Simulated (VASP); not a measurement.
Runs of VASP 6.6.1 on GaAs (rocksalt type). The structure is that of space group Fm-3m (No. 225), or close to it. The cells are those of the table. 

```tsv
cell	gap on the mesh (eV)	pressure (GPa)
a = 3.088 Å, angles 60.0°, 2 atoms	none	192.0
a = 3.378 Å, angles 60.0°, 2 atoms	none	(b)
a = 3.769 Å, angles 60.0°, 2 atoms	none	(a)
a = 3.499 Å, angles 60.0°, 2 atoms	none	31.0
a = 3.248 Å, angles 60.0°, 2 atoms	none	102.4
```

Alike in all rows: task single point; level r2SCAN; potentials or basis VASP PAW PBE potentials, release 64 (Ga_d, As); no spin polarisation; k mesh 15 × 15 × 15; cutoff (eV) 520; smearing fermi-dirac 0.1 eV.

Q: Estimate the missing entries.

A: (a) 0.1; (b) 57.9.

Caveats: the PAW data sets were made with another functional, which shifts forces and pressure a little.

A k mesh can miss the band edges, and the runs leave out spin-orbit coupling on As, Ga.

A gap of «none» marks levels without a gap at the run's occupations.
